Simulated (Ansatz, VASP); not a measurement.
One calculation of BN, two programs

POSCAR

```
BN
1.0
    0.0000000000      1.7867772104      1.8125564011
    1.7867772104      0.0000000000      1.8125564011
    1.7867772104      1.7867772104      0.0000000000
B N
1 1
Direct
    0.0000000000      0.0000000000      0.0000000000
    0.2500000000      0.2500000000      0.2500000000
```

INCAR.step1

```
  PREC = Accurate
  ENCUT = 520
  ISMEAR = 0
  SIGMA = 0.01
  LREAL = False
  LASPH = True
  NELM = 60
  NBANDS = 11
  GGA = PE
  ALGO = Normal
  EDIFF = 1E-4
  LWAVE = True
  LCHARG = False
```

File INCAR.step2:

```
  PREC = Accurate
  ENCUT = 520
  EDIFF = 1E-7
  ISMEAR = 0
  SIGMA = 0.01
  LREAL = False
  LASPH = True
  NELM = 60
  ALGO = Normal
  ISIF = 2
  LWAVE = False
  LCHARG = True
  METAGGA = R2SCAN
  LMIXTAU = True
  LELF = True
  LVHAR = True
  NBANDS = 11
  ISTART = 1
```

File KPOINTS:

```
regular mesh
0
Gamma
  12 12 12
```

Input for Ansatz:

```yaml
crystal:
  lattice:
    - [0.0, 1.7867772104, 1.8125564011]
    - [1.7867772104, 0.0, 1.8125564011]
    - [1.7867772104, 1.7867772104, 0.0]
  atoms:
    - { symbol: B, position: [0.0, 0.0, 0.0] }
    - { symbol: "N", position: [0.25, 0.25, 0.25] }
kpoints:
  mp_grid: { grid: [12, 12, 12] }
  band_path:
    path:
      - [0.0, 0.0, 0.0]
      - [-0.5, -0.5, 0.0]
      - [-0.375, -0.375, 0.25]
      - [-0.375, 0.0, 0.375]
      - [0.0, 0.0, 0.5]
      - [-0.5, -0.25, 0.25]
      - [0.0, 0.5, 0.5]
    npoints: 1
hamiltonian:
  xc: r2scan
scf:
  occupations: { method: fixed }
  n_extra_bands: 4
output:
  forces: true
  stress: true
  eigenvalues: true
  write_density: true
  write_potential: true
  elf: true
  volumetric_format: npy
```

Change from the starting cell: epitaxial_xy strain -1.0%.

Alike in both runs: task single point; functional r2SCAN; k mesh 12 × 12 × 12; no spin polarisation.

|  | VASP | Ansatz |
| --- | --- | --- |
| version | VASP 6.6.1 | Ansatz 0.2.0 |
| potentials or method | VASP PAW PBE potentials, release 64 (B, N) | plane waves, PAW |
| plane-wave cutoff (eV) | 520 | 500 |
| occupations | gaussian, width 0.01 eV | fixed |
| valence electrons in the cell | 8 | 8 |

Ansatz gave:

| Property | Result |
| --- | --- |
| gap on the k mesh at the Fermi level (eV) | 4.89 |
| pressure (GPa) | 6.4 |
| traceless stress, the component that is largest in VASP (GPa) | -6.41 |

Estimate VASP's values.

gap on the k mesh at the Fermi level (eV): 4.87; pressure (GPa): 7.6; traceless stress, the component that is largest in VASP (GPa): -6.40.

VASP's potentials were made for PBE, not for r2SCAN.
